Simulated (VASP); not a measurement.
Write the native input for VASP 6.6.1 that does the following.

```yaml
Task: single point
Functional: PBEsol
Potentials_or_basis: VASP PAW PBE potentials, release 64 (Cu)
Cutoff: 520 eV
k_mesh: 26 × 26 × 26
Occupations: fermi-dirac, width 0.05 eV
Spin: no spin polarisation
Dipole_correction: no
Further_INCAR_settings: ALGO = Normal; EDIFF = 1e-06; NBANDS = 12
```

The structure of Cu lies in POSCAR:

```
Cu
1.0
    0.0000000000      1.7782839378      1.7782839378
    1.7782839378      0.0000000000      1.7782839378
    1.7782839378      1.7782839378      0.0000000000
Cu
1
Direct
    0.0000000000      0.0000000000      0.0000000000
```

These files were run (other wordings do the same):

INCAR

```
PREC = Accurate
ENCUT = 520
EDIFF = 1E-6
ISMEAR = -1
SIGMA = 0.05
LREAL = F
LASPH = T
NELM = 100
ALGO = Normal
ISIF = 2
LWAVE = F
LCHARG = F
GGA = PS
NBANDS = 12
```

KPOINTS

```
regular mesh
0
Gamma
  26 26 26
```

Potentials or basis: VASP PAW PBE potentials, release 64 (Cu).

The run is started by

```bash
$ cat potpaw_PBE.64/Cu/POTCAR > POTCAR
$ mpirun -np 1 vasp_std > vasp.out
```

It gave:

```
Pressure               : 1.7 GPa
Band gap on the k mesh : zero (an odd number of electrons rules out a gap without spin polarisation)
```

Caveat: the PAW data sets were made with another functional, which shifts forces and pressure a little.

Run time: 30 s on 1 thread of Intel(R) Xeon(R) 6975P-C (Granite Rapids) (shared host), peak memory 0.18 GiB.
